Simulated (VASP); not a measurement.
# TaN (P-6m2) in VASP: further runs

The runs below take TaN through electric field gradients, with LDA.

Program: VASP 6.6.1. These are calculated values, not measurements. Logs are shortened: lines on timing, memory, paths and dates and some standing lists are left out, and cuts for length are marked.

### 1 The cell of the first run

The structure is hexagonal, space group P-6m2 (No. 187). Conventional cell: a = 2.879 Å, b = 2.879 Å, c = 2.883 Å, α = 90.00°, β = 90.00°, γ = 120.00°. Ta (site symmetry -6m2) has 6 N at 2.20 Å and 8 Ta at 2.88 Å within 2.9 Å. Within 2.9 Å of N (site symmetry -6m2) lie 6 Ta at 2.20 Å and 8 N at 2.88 Å.

### 2 Electric field gradients, LDA (equal xx and yy strain of -2 %)

File INCAR:

```
SYSTEM = TaN
PREC     = Accurate       ! precision mode
ENCUT    = 520            ! plane-wave cutoff, eV
EDIFF    = 1E-8           ! SCF threshold, eV
ISMEAR   = -1             ! smearing method
SIGMA    = 0.02           ! smearing width, eV
LREAL    = .False.        ! projectors in reciprocal space
LASPH    = .True.         ! aspherical terms in the spheres
NELM     = 100            ! most SCF steps
ALGO     = Normal         ! electronic algorithm
ISIF     = 2              ! what is computed and relaxed
LWAVE    = .False.        ! write WAVECAR
LCHARG   = .False.        ! write CHGCAR
GGA      = CA             ! functional
LEFG     = .True.       
NBANDS   = 15             ! bands
```

File KPOINTS:

```
Automatic mesh
0
Gamma
  12 12 10
  0 0 0
```

File POSCAR:

```
TaN
1.0
    2.8792388812      0.0000000000      0.0000000000
   -1.4396194406      2.4934940148      0.0000000000
    0.0000000000      0.0000000000      2.8830000000
Ta N
1 1
Direct
    0.3333333333      0.6666666667      0.5000000000
    0.0000000000      0.0000000000      0.0000000000
```

Potentials or basis: VASP PAW LDA potentials, release 64 (Ta_pv, N).

Command:

```sh
cat potpaw_LDA.64/Ta_pv/POTCAR potpaw_LDA.64/N/POTCAR > POTCAR
mpirun -np 1 vasp_std > vasp.out
```

OUTCAR:

```text
SYSTEM = TaN
   PREC = Accurate
   ENCUT = 520
   EDIFF = 1E-8
   ISMEAR = -1
   LREAL = .False.
   LASPH = .True.
   NELM = 100
   ISIF = 2
   GGA = CA

 ion  position               nearest neighbor table
   1  0.333  0.667  0.500-   2 2.20   2 2.20   2 2.20   2 2.20   2 2.20   2 2.20
   2  0.000  0.000  0.000-   1 2.20   1 2.20   1 2.20   1 2.20   1 2.20   1 2.20

  LATTYP: Found a hexagonal cell.
 ALAT       =     2.8792388812
 C/A-ratio  =     1.0013062893

  Lattice vectors:

 A1 = (   2.8792388812,   0.0000000000,   0.0000000000)
 A2 = (  -1.4396194406,   2.4934940148,   0.0000000000)
 A3 = (   0.0000000000,   0.0000000000,   2.8830000000)

Analysis of symmetry for initial positions (statically):
=====================================================================
 Subroutine PRICEL returns:
 Original cell was already a primitive cell.

 Routine SETGRP: Setting up the symmetry group for a
 hexagonal supercell.

 Subroutine GETGRP returns: Found 12 space group operations
 (whereof 12 operations were pure point group operations)
 out of a pool of 24 trial point group operations.

The static configuration has the point symmetry D_3h.

Analysis of symmetry for dynamics (positions and initial velocities):
=====================================================================
 Subroutine PRICEL returns:
 Original cell was already a primitive cell.

 Routine SETGRP: Setting up the symmetry group for a
 hexagonal supercell.

 Subroutine GETGRP returns: Found 12 space group operations
 (whereof 12 operations were pure point group operations)
 out of a pool of 24 trial point group operations.

The dynamic configuration has the point symmetry D_3h.

 Subroutine INISYM returns: Found 12 space group operations
 (whereof 12 operations are pure point group operations),
 and found     1 'primitive' translations

----------------------------------------------------------------------------------------

                                     Primitive cell

  volume of cell :      20.6981

  direct lattice vectors                    reciprocal lattice vectors
     2.879238881  0.000000000  0.000000000     0.347314009  0.200521837  0.000000000
    -1.439619441  2.493494015  0.000000000     0.000000000  0.401043674  0.000000000
     0.000000000  0.000000000  2.883000000     0.000000000  0.000000000  0.346860909

  length of vectors
     2.879238881  2.879238881  2.883000000     0.401043674  0.401043674  0.346860909

  position of ions in fractional coordinates (direct lattice)
     0.333333333  0.666666667  0.500000000
     0.000000000  0.000000000  0.000000000

  ion indices of the primitive-cell ions
   primitive index   ion index
                 1           1
                 2           2

----------------------------------------------------------------------------------------

 KPOINTS: Automatic mesh

Automatic generation of k-mesh.
 Grid dimensions read from file:
 generate k-points for:   12   12   10

 Generating k-lattice:

  Cartesian coordinates                     Fractional coordinates (reciprocal lattice)
     0.028942834  0.016710153  0.000000000     0.083333333  0.000000000  0.000000000
     0.000000000  0.033420306  0.000000000     0.000000000  0.083333333  0.000000000
     0.000000000  0.000000000  0.034686091     0.000000000  0.000000000  0.100000000

  Length of vectors
     0.033420306  0.033420306  0.034686091

  Shift w.r.t. Gamma in fractional coordinates (k-lattice)
     0.000000000  0.000000000  0.000000000

 Subroutine IBZKPT returns following result:
 ===========================================

 Found    114 irreducible k-points:

 Following reciprocal coordinates:
            Coordinates               Weight
  0.000000  0.000000  0.000000      1.000000
  0.083333  0.000000  0.000000      6.000000
  0.166667  0.000000  0.000000      6.000000
  0.250000  0.000000  0.000000      6.000000
  0.333333  0.000000  0.000000      6.000000
  0.416667  0.000000  0.000000      6.000000
[... 16 lines left out ...]
  0.250000  0.000000  0.100000     12.000000
  0.333333  0.000000  0.100000     12.000000
 [... further k-points ...]
   k-points           NKPTS =    114   k-points in BZ     NKDIM =    114   number of bands    NBANDS=     15
   number of dos      NEDOS =    301   number of ions     NIONS =      2
   total plane-waves  NPLWV =  13824
   dimension x,y,z NGX =    24 NGY =   24 NGZ =   24
   dimension x,y,z NGXF=    48 NGYF=   48 NGZF=   48
   ions per type =               1   1
   NGX,Y,Z   is equivalent  to a cutoff of  13.86, 13.86, 13.84 a.u.
   NGXF,Y,Z  is equivalent  to a cutoff of  27.71, 27.71, 27.68 a.u.
 SYSTEM =  TaN
   PREC   = accura    normal or accurate (medium, high low for compatibility)
   ISTART =      0    job   : 0-new  1-cont  2-samecut
   ICHARG =      2    charge: 1-file 2-atom 10-const
   ISPIN  =      1    spin polarized calculation?
   LNONCOLLINEAR =      F non collinear calculations
   LSORBIT =      F    spin-orbit coupling
   LASPH  =      T    aspherical Exc in radial PAW
   ENCUT  =  520.0 eV  38.22 Ry    6.18 a.u.   5.35  5.35  5.36*2*pi/ulx,y,z
   NELM   =    100;   NELMIN=  2; NELMDL= -5     # of ELM steps
   EDIFF  = 0.1E-07   stopping-criterion for ELM
   LREAL  =      F    real-space projection
   EDIFFG = 0.1E-06   stopping-criterion for IOM
   NSW    =      0    number of steps for IOM
   IBRION =     -1    ionic relax: 0-MD 1-quasi-New 2-CG
   NFREE  =      0    steps in history (QN), initial steepest desc. (CG)
   ISIF   =      2    stress and relaxation
   ISYM   =      2    0-nonsym 1-usesym 2-fastsym
   POTIM  = 0.5000    time-step for ionic-motion
   TEBEG  =    0.0;   TEEND  =   0.0 temperature during run
   PSTRESS=    0.0 pullay stress
   NELECT =      16.0000    total number of electrons
   NUPDOWN=      -1.0000    fix difference up-down
   EMIN   =  10.00;   EMAX   =-10.00  energy-range for DOS
   EFERMI =   0.00;   METHOD = LEGACY
   ISMEAR =    -1;   SIGMA  =   0.02  broadening in eV -4-tet -1-fermi 0-gaus
   EFERMI_NEDOS =   21; number of points for ismear=-14 and -15
   IALGO  =     38    algorithm
   IMIX   =      4    mixing-type and parameters
     AMIX     =   0.40;   BMIX     =  1.00
     AMIX_MAG =   1.60;   BMIX_MAG =  1.00
  volume/ion in A,a.u.               =      10.35        69.84
  Fermi-wavevector in a.u.,A,eV,Ry     =   1.502466  2.839249 30.713840  2.257404
  Thomas-Fermi vector in A             =   2.613703
   LORBIT       =      0    0 simple, 1 ext, 2 COOP (PROOUT), +10 PAW based schemes
   GGA     = CA    functional components
   LHFCALC =     F    Hartree Fock is set to
   AEXX    =    0.0000 exact exchange contribution
   IVDW    =     0    specifies the selected vdW correction
   LEPSILON=     F    determine dielectric tensor
   LRPA    =     F    only Hartree local field effects (RPA)
 non-spin polarized calculation
  energy-cutoff  :      520.00
  volume of cell :       20.70
 maximum number of plane-waves:       581
 NGX is ok and might be reduce to    24
   NGX = 11   NGY = 11   NGZ = 11

 number of electron      15.9999999 magnetization

 Free energy of the ion-electron system (eV)
  ---------------------------------------------------
  ext. energy  EPLUGINS =         0.00000000
  ---------------------------------------------------
  free energy    TOTEN  =       -24.70263169 eV

  energy without entropy =      -24.70254392  energy(sigma->0) =      -24.70258781

 E-fermi :   8.6192     XC(G=0): -13.8046

 val. band max:        8.4993890874   @ k =   0.0000   0.0000   0.4000
 cond. band min:       8.6531620796   @ k =   0.0833   0.0000   0.5000
 fundamental gap:      0.1537729922
 Fermi energy:         8.6191564810

 k-point     1 :       0.0000    0.0000    0.0000
  band No.  band energies     occupation
      1     -26.0385      2.00000
      2     -25.6641      2.00000
      3     -25.6641      2.00000
      4      -9.2807      2.00000
      5       3.9835      2.00000
      6       3.9835      2.00000
      7       4.0946      2.00000
      8       5.5016      2.00000
      9      11.3938      0.00000
     10      12.1914      0.00000
     11      12.1914      0.00000
     12      12.6685      0.00000
     13      12.6685      0.00000
     14      21.0589      0.00000
     15      22.0009      0.00000
[... 397 lines left out ...]
 k-point    24 :       0.3333    0.0000    0.1000
  band No.  band energies     occupation
      1     -26.6249      2.00000
      2     -25.9884      2.00000
      3     -25.8712      2.00000
      4      -7.3554      2.00000
      5       0.8428      2.00000
      6       3.2555      2.00000
      7       4.9436      2.00000
      8       5.7199      2.00000
      9      11.3236      0.00000
     10      11.6255      0.00000
     11      13.3104      0.00000
     12      13.7798      0.00000
     13      16.1165      0.00000
     14      21.0697      0.00000
     15      22.1943      0.00000

 [... further k-points ...]
[... 5 lines left out ...]
  --------------------------------------------------------------------------------------
  -------------------------------------------------------------------------------------
  Total        1.1743284      1.1743284     -0.5597979      0.0000000     -0.0000000      0.0000000
  in kB       90.9011691     90.9011691    -43.3322445      0.0000000     -0.0000000      0.0000000
  external PRESSURE =      46.1566979 kB  Pullay stress =       0.0000000 kB

 VOLUME and BASIS-vectors are now :
 -----------------------------------------------------------------------------
  energy-cutoff  :      520.00
  volume of cell :       20.70
      direct lattice vectors                 reciprocal lattice vectors
     2.879238881  0.000000000  0.000000000     0.347314009  0.200521837  0.000000000
    -1.439619441  2.493494015  0.000000000     0.000000000  0.401043674  0.000000000
     0.000000000  0.000000000  2.883000000     0.000000000  0.000000000  0.346860909

 POSITION                                       TOTAL-FORCE (eV/Angst)
 -----------------------------------------------------------------------------------
     -0.00000      1.66233      1.44150         0.000000     -0.000000      0.000000
      0.00000      0.00000      0.00000        -0.000000      0.000000      0.000000
 -----------------------------------------------------------------------------------
    total drift:                                0.000000     -0.000000     -0.000000

  FREE ENERGIE OF THE ION-ELECTRON SYSTEM (eV)
  ---------------------------------------------------
  free  energy   TOTEN  =       -24.7026316911 eV

  energy  without entropy=      -24.7025439237  energy(sigma->0) =      -24.70258781

 Electric field gradients (V/A^2)
---------------------------------------------------------------------
 ion       V_xx      V_yy      V_zz      V_xy      V_xz      V_yz
---------------------------------------------------------------------
   1     -12.943   -12.943    25.886     0.000     0.000    -0.000
   2      -1.352    -1.353     2.705    -0.001     0.000    -0.000
---------------------------------------------------------------------

 Electric field gradients after diagonalization (V/A^2)
 (convention: |V_zz| > |V_xx| > |V_yy|)
----------------------------------------------------------------------
 ion       V_xx      V_yy      V_zz     asymmetry (V_yy - V_xx)/ V_zz
----------------------------------------------------------------------
   1     -12.943   -12.943    25.886       0.000
   2      -1.353    -1.352     2.705       0.001
----------------------------------------------------------------------

           NMR quadrupolar parameters

 Cq : quadrupolar parameter    Cq=e*Q*V_zz/h
 eta: asymmetry parameters     (V_yy - V_xx)/ V_zz
 Q  : nuclear electric quadrupole moment in mb (millibarn)
----------------------------------------------------------------------
 ion       Cq(MHz)       eta       Q (mb)
----------------------------------------------------------------------
   1       0.063       0.000       1.000
   2       0.007       0.001       1.000
----------------------------------------------------------------------
```

It took 32 s on 1 thread of Intel Xeon 6975P-C, shared host; peak memory 0.16 GiB.

What came out:

| Item | Value |
| --- | --- |
| Free energy | -24.7026 eV |
| Pressure | 4.6 GPa |
| Band gap on the k mesh | zero (band 8 reaches 8.83 eV, above the bottom of band 9 at 8.39 eV) |

Stress tensor (GPa, compression positive):
```
 9.09  0.00  0.00
 0.00  9.09  0.00
 0.00  0.00 -4.33
```

Electric field gradients, principal values (V/Å²):
```
atom    least   middle  greatest (by size)
1 Ta  -12.943  -12.943              25.886
 2 N   -1.352   -1.353               2.705
```

Caveat: the cell differs from its parent crystal (equal xx and yy strain of -2 %); without QUAD_EFG the Cq values of the log hold for a quadrupole moment of 1 mb, not for the nuclei; spin-orbit coupling is left out, which moves the levels of the heavy elements.

[end of part 1 of 2]
